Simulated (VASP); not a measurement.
# K (I4_1/amd) in VASP: a series of runs, part 2 of 2

VASP 6.6.1.

**3. Single point, PBE (strained)**

Input file INCAR:

```
SYSTEM = K
ALGO = Fast ; EDIFF = 1E-7
ENCUT = 520 ; GGA = PE
ISIF = 2 ; ISMEAR = 0
LASPH = .True. ; LCHARG = .True.
LELF = .True. ; LREAL = .False.
LVHAR = .True. ; LWAVE = .False.
NBANDS = 16 ; NELM = 80
PREC = Accurate ; SIGMA = 0.1
```

Input file KPOINTS:

```
k-points
0
Gamma
  14 14 14
  0 0 0
```

Input file POSCAR:

```
K
1.0
   -2.2074245333      2.2074245333      7.9226857078
    2.2074245333     -2.2074245333      7.9226857078
    2.2074245333      2.2074245333     -7.9226857078
K
2
Direct
    0.2500000000      0.7500000000      0.5000000000
    0.5000000000      0.5000000000      0.0000000000
```

Potentials or basis: VASP PAW PBE potentials, release 64 (K_sv).

Run with:

```console
> cat potpaw_PBE.64/K_sv/POTCAR > POTCAR
> mpirun -np 1 vasp_std > vasp.out
```

OUTCAR:

```text
SYSTEM = K
   EDIFF = 1E-7
   ENCUT = 520
   GGA = PE
   ISIF = 2
   ISMEAR = 0
   LASPH = .True.
   LREAL = .False.
   NELM = 80
   PREC = Accurate

 ion  position               nearest neighbor table
   1  0.250  0.750  0.500-
   2  0.500  0.500  0.000-

  LATTYP: Found a body centered tetragonal cell.
 ALAT       =     4.4148490666
 C/A-ratio  =     3.5891082972

  Lattice vectors:

 A1 = (  -2.2074245333,   2.2074245333,   7.9226857078)
 A2 = (   2.2074245333,  -2.2074245333,   7.9226857078)
 A3 = (   2.2074245333,   2.2074245333,  -7.9226857078)

Analysis of symmetry for initial positions (statically):
=====================================================================
 Subroutine PRICEL returns:
 Original cell was already a primitive cell.

 Routine SETGRP: Setting up the symmetry group for a
 body centered tetragonal supercell.

 Subroutine GETGRP returns: Found 16 space group operations
 (whereof  8 operations were pure point group operations)
 out of a pool of 16 trial point group operations.

[... 157 lines left out ...]
 Free energy of the ion-electron system (eV)
  ---------------------------------------------------
  ext. energy  EPLUGINS =         0.00000000
  ---------------------------------------------------
  free energy    TOTEN  =        -1.97288980 eV

  energy without entropy =       -1.96448554  energy(sigma->0) =       -1.96868767

 E-fermi :  -0.1964     XC(G=0):  -5.5284

 val. band max:       -0.2077708658   @ k =  -0.2857   0.2857   0.2857
 cond. band min:      -0.1954738762   @ k =  -0.2857   0.4286   0.1429
 fundamental gap:      0.0122969896
 Fermi energy:        -0.1964219020

 k-point     1 :       0.0000    0.0000    0.0000
  band No.  band energies     occupation
      1     -32.4596      2.00000
      2     -32.4554      2.00000
      3     -15.9787      2.00000
      4     -15.9097      2.00000
      5     -15.9097      2.00000
      6     -15.9057      2.00000
[... 433 lines left out ...]
      3     -15.9629      2.00000
      4     -15.9516      2.00000
      5     -15.9391      2.00000
      6     -15.9220      2.00000
[... 8 lines left out ...]
     15       3.7224      0.00000
     16       4.0218      0.00000

 [... further k-points ...]
[... 5 lines left out ...]
  --------------------------------------------------------------------------------------
  -------------------------------------------------------------------------------------
  Total       -0.0389865     -0.0389865      0.0540826      0.0000000     -0.0000000      0.0000000
  in kB       -0.4045024     -0.4045024      0.5611302      0.0000000     -0.0000000      0.0000000
  external PRESSURE =      -0.0826249 kB  Pullay stress =       0.0000000 kB

 VOLUME and BASIS-vectors are now :
 -----------------------------------------------------------------------------
  energy-cutoff  :      520.00
  volume of cell :      154.42
      direct lattice vectors                 reciprocal lattice vectors
    -2.207424533  2.207424533  7.922685708     0.000000000  0.226508310  0.063109912
     2.207424533 -2.207424533  7.922685708     0.226508310  0.000000000  0.063109912
     2.207424533  2.207424533 -7.922685708     0.226508310  0.226508310  0.000000000

 POSITION                                       TOTAL-FORCE (eV/Angst)
 -----------------------------------------------------------------------------------
      2.20742      0.00000      3.96134         0.000000      0.000000     -0.000000
      0.00000      0.00000      7.92269        -0.000000     -0.000000      0.000000
 -----------------------------------------------------------------------------------
    total drift:                                0.000000     -0.000000      0.000000

  FREE ENERGIE OF THE ION-ELECTRON SYSTEM (eV)
  ---------------------------------------------------
  free  energy   TOTEN  =        -1.9728898036 eV

  energy  without entropy=       -1.9644855355  energy(sigma->0) =       -1.96868767
```

OSZICAR:

```text
N       E                     dE             d eps       ncg     rms          rms(c)
DAV:   1     0.113590363369E+03    0.11359E+03   -0.75846E+03  7808   0.884E+02
DAV:   2     0.659702247578E+01   -0.10699E+03   -0.10473E+03  9560   0.261E+02
DAV:   3    -0.158973742891E+01   -0.81868E+01   -0.81663E+01 14576   0.521E+01
DAV:   4    -0.196719968970E+01   -0.37746E+00   -0.37729E+00 11184   0.866E+00
DAV:   5    -0.197377477665E+01   -0.65751E-02   -0.65748E-02 13104   0.924E-01    0.259E+00
RMM:   6    -0.197293635871E+01    0.83842E-03   -0.23830E-03  9313   0.314E-01    0.162E+00
RMM:   7    -0.197266891584E+01    0.26744E-03   -0.56764E-03 10870   0.443E-01    0.888E-02
RMM:   8    -0.197283434211E+01   -0.16543E-03   -0.10059E-03 12115   0.209E-01    0.353E-02
RMM:   9    -0.197288081054E+01   -0.46468E-04   -0.15071E-04 12338   0.791E-02    0.183E-02
RMM:  10    -0.197288606639E+01   -0.52558E-05   -0.66821E-05 12940   0.362E-02    0.739E-03
RMM:  11    -0.197288772874E+01   -0.16624E-05   -0.11925E-05 14382   0.173E-02    0.527E-03
RMM:  12    -0.197288903530E+01   -0.13066E-05   -0.61983E-06 14090   0.100E-02    0.599E-03
RMM:  13    -0.197288954791E+01   -0.51261E-06   -0.20461E-06 12865   0.630E-03    0.110E-03
RMM:  14    -0.197288970507E+01   -0.15717E-06   -0.99036E-07 11840   0.431E-03    0.836E-04
RMM:  15    -0.197288980358E+01   -0.98509E-07   -0.47941E-07 10483   0.316E-03
   1 F= -.19728898E+01 E0= -.19686877E+01  d E =-.840427E-02
```

stdout:

```text
POSCAR found type information on POSCAR K
 POSCAR found :  1 types and       2 ions
 scaLAPACK will be used
 LDA part: xc-table for (Slater+PW92), standard interpolation
 POSCAR, INCAR and KPOINTS ok, starting setup
 FFT: planning ... GRIDC
 FFT: planning ... GRID_SOFT
 FFT: planning ... GRID
 WAVECAR not read
 entering main loop
WARNING in EDDRMM: call to ZHEGV failed, returncode =   6  3     11
WARNING in EDDRMM: call to ZHEGV failed, returncode =   8  4      9
WARNING in EDDRMM: call to ZHEGV failed, returncode =   8  4      9
WARNING in EDDRMM: call to ZHEGV failed, returncode =   6  3     11
WARNING in EDDRMM: call to ZHEGV failed, returncode =   8  4     12
WARNING in EDDRMM: call to ZHEGV failed, returncode =   6  3      9
WARNING in EDDRMM: call to ZHEGV failed, returncode =   8  4     12
 num prob WARNING in EDDRMM: call to ZHEGV failed, returncode =   8  4     12
WARNING in EDDRMM: call to ZHEGV failed, returncode =   6  3     14
 num prob  num prob WARNING in EDDRMM: call to ZHEGV failed, returncode =   8  4     13
 num prob  num prob  num prob  num prob  num prob  num prob  num prob  num prob  num prob  num prob WARNING in EDDRMM: call to ZHEGV failed, returncode =   6  3     15
 num prob  num prob  num prob  num prob  num prob RMM:  15    -0.197288980358E+01   -0.98509E-07   -0.47941E-07 10483   0.316E-03
```

Wall time 28 min (1 thread of Intel Xeon 6975P-C (Granite Rapids), shared host); peak memory 0.83 GiB.

Results:

```
Free energy            : -1.9729 eV
Pressure               : 0.0 GPa
Band gap on the k mesh : zero (bands 9 and 10 overlap by 2.75 eV)
```

Caveat: the cell differs from its parent crystal (strained).
